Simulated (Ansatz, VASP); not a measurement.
GdN: VASP beside Ansatz

```
Gd N
1.0
     0.00000    2.49220    2.49220
     2.49220    0.00000    2.49220
     2.49220    2.49220    0.00000
Gd N
1 1
Direct
  0.50000 0.50000 0.50000
  0.00000 0.00000 0.00000
```

Alike in both runs: functional PBE; k mesh 14 × 14 × 14; occupations gaussian, width 0.1 eV; collinear spin.

Ansatz relaxed the structure, and its values are those at the end. VASP's run is a single point on that final structure, the one shown.

|  | VASP | Ansatz |
| --- | --- | --- |
| version | VASP 6.6.1 | Ansatz 0.2.0 |
| potentials or method | VASP PAW PBE potentials, release 64 (Gd, N), cutoff 520 eV | scalar-relativistic, plane waves, PAW |
| valence electrons in the cell | 23 | 23 |

```csv
,VASP,Ansatz,Ansatz less VASP
gap on the k mesh at the Fermi level (eV),none,none,-
pressure (GPa),0.2,0.0,-0.30
net moment per atom (μB),3.50,3.50,+0.002
size of the moment on the site where the two differ most (μB),6.80,6.86,+0.063
```

Site moments also hang on the region over which each program counts them. A gap of «none» marks a metal or a gap that the smearing closes.

Spin-orbit coupling is off throughout.
